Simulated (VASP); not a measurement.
# W (P6_3/mmc) in VASP: notebook

W is run at these levels: PBE; tasks: relaxation of cell and atoms, single point.

Program: VASP 6.6.1. These are calculated values, not measurements. Logs are shortened: lines on timing, memory, paths and dates and some standing lists are left out, and cuts for length are marked.

### 1 The cell of the first run

It takes space group P6_3/mmc (No. 194, hexagonal). The conventional cell has a = 2.554 Å, b = 2.554 Å, c = 4.138 Å, α = 90.00°, β = 90.00°, γ = 120.00°. Within 3.4 Å of W (site symmetry -6m2) lie 12 W at 2.54 to 2.55 Å.

This isn't the form of W at room conditions, which is bcc.

### 2 Relaxation of cell and atoms, PBE, target pressure 190 GPa, at which the enthalpy is minimised

INCAR reads:

```
SYSTEM = W
  PREC = Accurate
  ENCUT = 600
  EDIFF = 1E-6
  ISMEAR = -1
  SIGMA = 0.1
  LREAL = .False.
  LASPH = .True.
  NELM = 60
  ALGO = Normal
  ISIF = 3
  LWAVE = .False.
  LCHARG = .False.
  GGA = PE
  IBRION = 2
  NSW = 60
  EDIFFG = -0.005
  PSTRESS = 1900.0
```

KPOINTS reads:

```
Automatic mesh
0
Gamma
  17 17 9
  0 0 0
```

POSCAR reads:

```
W
1.0
    2.5542259759      0.0000000000      0.0000000000
   -1.2771129879      2.2120245821      0.0000000000
    0.0000000000      0.0000000000      4.1378460809
W
2
Direct
    0.3333333333      0.6666666667      0.2500000000
    0.6666666667      0.3333333333      0.7500000000
```

Potentials or basis: VASP PAW PBE potentials, release 64 (W_sv).

Run with:

```bash
cat potpaw_PBE.64/W_sv/POTCAR > POTCAR
mpirun -np 1 vasp_std > vasp.out
```

OUTCAR:

```text
SYSTEM = W
   PREC = Accurate
   ENCUT = 600
   EDIFF = 1E-6
   ISMEAR = -1
   LREAL = .False.
   LASPH = .True.
   NELM = 60
   ISIF = 3
   GGA = PE
   IBRION = 2
   NSW = 60
   EDIFFG = -0.005
   PSTRESS = 1900.0

 ion  position               nearest neighbor table
   1  0.333  0.667  0.250-   2 2.54   2 2.54   2 2.54   2 2.54   2 2.54   2 2.54
   2  0.667  0.333  0.750-   1 2.54   1 2.54   1 2.54   1 2.54   1 2.54   1 2.54

  LATTYP: Found a hexagonal cell.
 ALAT       =     2.5542259759
 C/A-ratio  =     1.6200000000

  Lattice vectors:

 A1 = (   2.5542259759,   0.0000000000,   0.0000000000)
 A2 = (  -1.2771129879,   2.2120245821,   0.0000000000)
 A3 = (   0.0000000000,   0.0000000000,   4.1378460809)

Analysis of symmetry for initial positions (statically):
=====================================================================
 Subroutine PRICEL returns:
 Original cell was already a primitive cell.

 Routine SETGRP: Setting up the symmetry group for a
 hexagonal supercell.

 Subroutine GETGRP returns: Found 24 space group operations
 (whereof 12 operations were pure point group operations)
 out of a pool of 24 trial point group operations.

The static configuration has the point symmetry D_3d.
 The point group associated with its full space group is D_6h.

Analysis of symmetry for dynamics (positions and initial velocities):
=====================================================================
 Subroutine PRICEL returns:
 Original cell was already a primitive cell.

 Routine SETGRP: Setting up the symmetry group for a
 hexagonal supercell.

 Subroutine GETGRP returns: Found 24 space group operations
 (whereof 12 operations were pure point group operations)
 out of a pool of 24 trial point group operations.

The dynamic configuration has the point symmetry D_3d.
 The point group associated with its full space group is D_6h.

 Subroutine INISYM returns: Found 24 space group operations
 (whereof 12 operations are pure point group operations),
 and found     1 'primitive' translations

----------------------------------------------------------------------------------------

                                     Primitive cell

  volume of cell :      23.3789

  direct lattice vectors                    reciprocal lattice vectors
     2.554225976  0.000000000  0.000000000     0.391508038  0.226037271  0.000000000
    -1.277112988  2.212024582  0.000000000     0.000000000  0.452074542  0.000000000
     0.000000000  0.000000000  4.137846081     0.000000000  0.000000000  0.241671628

  length of vectors
     2.554225976  2.554225976  4.137846081     0.452074542  0.452074542  0.241671628

  position of ions in fractional coordinates (direct lattice)
     0.333333333  0.666666667  0.250000000
     0.666666667  0.333333333  0.750000000

  ion indices of the primitive-cell ions
   primitive index   ion index
                 1           1
                 2           2

----------------------------------------------------------------------------------------

 KPOINTS: Automatic mesh

Automatic generation of k-mesh.
 Grid dimensions read from file:
 generate k-points for:   17   17    9

 Generating k-lattice:

  Cartesian coordinates                     Fractional coordinates (reciprocal lattice)
     0.023029885  0.013296310  0.000000000     0.058823529  0.000000000  0.000000000
     0.000000000  0.026592620  0.000000000     0.000000000  0.058823529  0.000000000
     0.000000000  0.000000000  0.026852403     0.000000000  0.000000000  0.111111111

  Length of vectors
     0.026592620  0.026592620  0.026852403

  Shift w.r.t. Gamma in fractional coordinates (k-lattice)
     0.000000000  0.000000000  0.000000000

 Subroutine IBZKPT returns following result:
 ===========================================

 Found    165 irreducible k-points:

 Following reciprocal coordinates:
            Coordinates               Weight
  0.000000  0.000000  0.000000      1.000000
  0.058824  0.000000  0.000000      6.000000
  0.117647  0.000000  0.000000      6.000000
  0.176471  0.000000  0.000000      6.000000
  0.235294  0.000000  0.000000      6.000000
  0.294118  0.000000  0.000000      6.000000
[... 16 lines left out ...]
  0.411765  0.117647  0.000000     12.000000
  0.176471  0.176471  0.000000      6.000000
 [... further k-points ...]
   k-points           NKPTS =    165   k-points in BZ     NKDIM =    165   number of bands    NBANDS=     18
   number of dos      NEDOS =    301   number of ions     NIONS =      2
   total plane-waves  NPLWV =  14400
   dimension x,y,z NGX =    20 NGY =   20 NGZ =   36
   dimension x,y,z NGXF=    40 NGYF=   40 NGZF=   72
   ions per type =               2
   NGX,Y,Z   is equivalent  to a cutoff of  13.02, 13.02, 14.46 a.u.
   NGXF,Y,Z  is equivalent  to a cutoff of  26.03, 26.03, 28.93 a.u.
 SYSTEM =  W
   PREC   = accura    normal or accurate (medium, high low for compatibility)
   ISTART =      0    job   : 0-new  1-cont  2-samecut
   ICHARG =      2    charge: 1-file 2-atom 10-const
   ISPIN  =      1    spin polarized calculation?
   LNONCOLLINEAR =      F non collinear calculations
   LSORBIT =      F    spin-orbit coupling
   LASPH  =      T    aspherical Exc in radial PAW
   ENCUT  =  600.0 eV  44.10 Ry    6.64 a.u.   5.10  5.10  8.26*2*pi/ulx,y,z
   NELM   =     60;   NELMIN=  2; NELMDL= -5     # of ELM steps
   EDIFF  = 0.1E-05   stopping-criterion for ELM
   LREAL  =      F    real-space projection
   EDIFFG = -.5E-02   stopping-criterion for IOM
   NSW    =     60    number of steps for IOM
   IBRION =      2    ionic relax: 0-MD 1-quasi-New 2-CG
   NFREE  =      1    steps in history (QN), initial steepest desc. (CG)
   ISIF   =      3    stress and relaxation
   ISYM   =      2    0-nonsym 1-usesym 2-fastsym
   POTIM  = 0.5000    time-step for ionic-motion
   TEBEG  =    0.0;   TEEND  =   0.0 temperature during run
   PSTRESS= 1900.0 pullay stress
   NELECT =      28.0000    total number of electrons
   NUPDOWN=      -1.0000    fix difference up-down
   EMIN   =  10.00;   EMAX   =-10.00  energy-range for DOS
   EFERMI =   0.00;   METHOD = LEGACY
   ISMEAR =    -1;   SIGMA  =   0.10  broadening in eV -4-tet -1-fermi 0-gaus
   EFERMI_NEDOS =   21; number of points for ismear=-14 and -15
   IALGO  =     38    algorithm
   IMIX   =      4    mixing-type and parameters
     AMIX     =   0.40;   BMIX     =  1.00
     AMIX_MAG =   1.60;   BMIX_MAG =  1.00
  volume/ion in A,a.u.               =      11.69        78.88
  Fermi-wavevector in a.u.,A,eV,Ry     =   1.738546  3.285376 41.124206  3.022544
  Thomas-Fermi vector in A             =   2.811558
   LORBIT       =      0    0 simple, 1 ext, 2 COOP (PROOUT), +10 PAW based schemes
   GGA     = PE    functional components
   LHFCALC =     F    Hartree Fock is set to
   AEXX    =    0.0000 exact exchange contribution
   IVDW    =     0    specifies the selected vdW correction
   LEPSILON=     F    determine dielectric tensor
   LRPA    =     F    only Hartree local field effects (RPA)
 conjugate gradient relaxation of ions
 non-spin polarized calculation
  energy-cutoff  :      600.00
  volume of cell :       23.38
 maximum number of plane-waves:       790
   NGX = 11   NGY = 11   NGZ = 17

--------------------------------------- Ionic step        1  -------------------------------------------

 number of electron      27.9999999 magnetization

 Free energy of the ion-electron system (eV)
  ---------------------------------------------------
  ext. energy  EPLUGINS =         0.00000000
  ---------------------------------------------------
  free energy    TOTEN  =       -20.57062177 eV

  energy without entropy =      -20.51245146  energy(sigma->0) =      -20.54153662

------------------------ aborting loop because EDIFF is reached ----------------------------------------

  FORCE on cell =-STRESS in cart. coord.  units (eV):
  Direction    XX          YY          ZZ          XY          YZ          ZX
  --------------------------------------------------------------------------------------
  -------------------------------------------------------------------------------------
  Total       27.5331061     27.5331061     27.5481724      0.0000000      0.0000000     -0.0000000
  in kB     1886.8709250   1886.8709250   1887.9034321      0.0000000      0.0000000     -0.0000000
  external PRESSURE =     -12.7849060 kB  Pullay stress =    1900.0000000 kB
[... 61 lines left out ...]
  enthalpy is  TOTEN    =         7.1640601194 eV   P V=       27.3520826882

--------------------------------------- Ionic step        3  -------------------------------------------

 number of electron      27.9999999 magnetization

 Free energy of the ion-electron system (eV)
  ---------------------------------------------------
  ext. energy  EPLUGINS =         0.00000000
  ---------------------------------------------------
  free energy    TOTEN  =       -20.53306425 eV

  energy without entropy =      -20.47503386  energy(sigma->0) =      -20.50404905

 E-fermi :  15.9719     XC(G=0): -15.4410

 val. band max:       15.9705138571   @ k =   0.3529   0.0588   0.2222
 cond. band min:      15.9816974105   @ k =   0.2353   0.2353   0.4444
 fundamental gap:      0.0111835535
 Fermi energy:        15.9718700564

 k-point     1 :       0.0000    0.0000    0.0000
  band No.  band energies     occupation
      1     -57.4987      2.00000
      2     -57.0242      2.00000
      3     -23.6155      2.00000
      4     -20.7098      2.00000
      5     -20.7098      2.00000
      6     -20.2681      2.00000
[... 10 lines left out ...]
     17      17.4223      0.00000
     18      18.4703      0.00000
[... 466 lines left out ...]
      2     -56.9103      2.00000
      3     -22.7907      2.00000
      4     -22.1813      2.00000
      5     -22.1777      2.00000
      6     -21.2238      2.00000
[... 10 lines left out ...]
     17      19.9188      0.00000
     18      21.5769      0.00000

 [... further k-points ...]
[... 5 lines left out ...]
  --------------------------------------------------------------------------------------
  -------------------------------------------------------------------------------------
  Total       27.6895835     27.6895835     27.6886814      0.0000000      0.0000000     -0.0000000
  in kB     1900.1770183   1900.1770182   1900.1151104      0.0000000      0.0000000     -0.0000000
  external PRESSURE =       0.1563823 kB  Pullay stress =    1900.0000000 kB
[... 17 lines left out ...]
  FREE ENERGIE OF THE ION-ELECTRON SYSTEM (eV)
  ---------------------------------------------------
  free  energy   TOTEN  =       -20.5330642464 eV

  energy  without entropy=      -20.4750338570  energy(sigma->0) =      -20.50404905

  enthalpy is  TOTEN    =         7.1539397500 eV   P V=       27.6870039964

 reached required accuracy - stopping structural energy minimisation
```

Run time: 1.7 min. Hardware: 1 thread of Intel Xeon Platinum 8488C (Sapphire Rapids), shared host; peak memory 0.2 GiB.

Results:

```yaml
Free_energy: -20.5331 eV
Relaxed_volume: 11.67 Å³/atom
Relaxed_cell: a = 2.553 Å, b = 2.553 Å, c = 4.136 Å, α = 90.00°, β = 90.00°, γ = 120.00°
Space_group_after_relaxing_to_0.1_Å: P6_3/mmc (No. 194)
Energy_change_on_relaxing_the_run_minimises_the_enthalpy: +18.8 meV/atom
Ionic_steps: 3
Pressure_after_relaxing: 190.0 GPa
Band_gap_on_the_k_mesh: zero (bands 14 and 15 overlap by 3.41 eV)
```

Step by step:
| step | energy change (eV) | largest force (eV/Å) | pressure (GPa) | volume (Å³) |
| --- | --- | --- | --- | --- |
| 1 | 0.0000 | 0.0000 | 188.72 | 23.38 |
| 2 | 0.3826 | 0.0000 | 201.57 | 23.06 |
| 3 | 0.0376 | 0.0000 | 190.02 | 23.35 |

Final structure:
```cif
data_structure
_symmetry_space_group_name_H-M 'P 1'
_symmetry_Int_Tables_number 1
_cell_length_a 2.5530
_cell_length_b 2.5530
_cell_length_c 4.1361
_cell_angle_alpha 90.000
_cell_angle_beta 90.000
_cell_angle_gamma 120.000
_cell_volume 23.35
loop_
_atom_site_label
_atom_site_type_symbol
_atom_site_fract_x
_atom_site_fract_y
_atom_site_fract_z
_atom_site_occupancy
W1 W 0.33333 0.66667 0.25000 1
W2 W 0.66667 0.33333 0.75000 1
```

Levels at points of the mesh, in eV from the Fermi level:
| k point | band 11 | band 12 | band 13 | band 14 | band 15 | band 16 | band 17 | band 18 |
| --- | --- | --- | --- | --- | --- | --- | --- | --- |
| (0.00, 0.00, 0.00) | -1.38 | -1.38 | -1.35 | -0.02 | -0.02 | 1.45 | 1.45 | 2.50 |

Caveat: the cell is relaxed towards a set pressure, so the run minimises the enthalpy, not the energy; spin-orbit coupling is left out, which moves the levels of the heavy elements.

### 3 Single point, PBE

This run uses another cell than the first one, of 11.60 Å³/atom.

INCAR reads:

```
SYSTEM = W
PREC = Accurate
ENCUT = 520
EDIFF = 1E-6
ISMEAR = -1
SIGMA = 0.1
LREAL = .False.
LASPH = .True.
NELM = 60
ALGO = Normal
ISIF = 2
LWAVE = .False.
LCHARG = .False.
GGA = PE
NBANDS = 21
```

KPOINTS is that of step 2.

POSCAR reads:

```
W
1.0
    2.5545517497      0.0000000000      0.0000000000
   -1.2772758748      2.2123067105      0.0000000000
    0.0000000000      0.0000000000      4.1065035455
W
2
Direct
    0.3333333333      0.6666666667      0.2500000000
    0.6666666667      0.3333333333      0.7500000000
```

Potentials or basis: VASP PAW PBE potentials, release 64 (W_sv).

Run with:

```bash
cat potpaw_PBE.64/W_sv/POTCAR > POTCAR
mpirun -np 1 vasp_std > vasp.out
```

It took 84 s on 1 thread of AMD EPYC 7R13, shared host; peak memory 0.15 GiB.

The run converged. Its results:

```yaml
Free_energy: -20.3646 eV
Pressure: 195.1 GPa
Band_gap_on_the_k_mesh: zero (bands 14 and 15 overlap by 3.52 eV)
```

Stress tensor (GPa, compression positive):
```
194.78   0.00   0.00
  0.00 194.78   0.00
  0.00   0.00 195.68
```

Levels at points of the mesh, in eV from the Fermi level:
```
           k point  band 12  band 13  band 14  band 15  band 16  band 17
(0.00, 0.00, 0.00)    -1.42    -1.23    -0.02    -0.02     1.35     1.35
```

Caveat: the cell stands under pressure; spin-orbit coupling is left out, which moves the levels of the heavy elements.

[end of part 1 of 2]
